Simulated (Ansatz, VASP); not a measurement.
## KBr in VASP and in Ansatz

```
K Br
1.0
     3.01716    3.01716    0.00000
    -3.01716    3.01716    0.00000
     0.00000    3.01716    3.01716
K Br
1 1
Direct
  0.00000 0.00000 0.00000
  0.50000 0.50000 0.00000
```

Alike in both runs: task single point; functional PBEsol; k mesh 6 × 6 × 6; non-collinear spin, spin-orbit coupling.

|  | VASP | Ansatz |
| --- | --- | --- |
| version | VASP 6.6.1 | Ansatz 0.2.0 |
| potentials or method | VASP PAW PBE potentials, release 64 (K_sv, Br), cutoff 520 eV | all-electron LAPW |
| occupations | gaussian, width 0.01 eV | fixed |

```csv
,VASP,Ansatz,Ansatz less VASP
pressure (GPa),7.2,7.0,-0.20
net moment per atom (μB),0.00,0.00,0.000
```

VASP's potentials were made for PBE, not for PBEsol. Ansatz ran all-electron here, and VASP with PAW potentials.
